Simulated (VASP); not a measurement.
Input of a VASP 6.6.1 run:

Contents of INCAR:

```
PREC = Accurate ; ENCUT = 520
EDIFF = 1E-6 ; ISMEAR = 0
SIGMA = 0.1 ; LREAL = False
LASPH = True ; NELM = 60
ALGO = Fast ; ISIF = 2
LWAVE = False ; LCHARG = False
GGA = PE ; NBANDS = 16
```

File KPOINTS:

```
regular mesh
0
Gamma
  12 12 8
```

Contents of POSCAR:

```
Rb
1.0
    5.0134479219      0.0000000000      0.0000000000
   -2.5067239610      4.3417732609      0.0000000000
    0.0000000000      0.0000000000      8.1439422812
Rb
2
Direct
    0.6666666667      0.3333333333      0.2499780873
    0.3333333333      0.6666666667      0.7500219127
```

Potentials or basis: VASP PAW PBE potentials, release 64 (Rb_sv).

Run with:

```console
$ cat potpaw_PBE.64/Rb_sv/POTCAR > POTCAR
$ mpirun -np 1 vasp_std > vasp.out
```

Q: Estimate the pressure.

A: 0.1 GPa.

Q: Estimate the band gap on the k mesh.

A: Zero (bands 9 and 10 overlap by 2.37 eV).
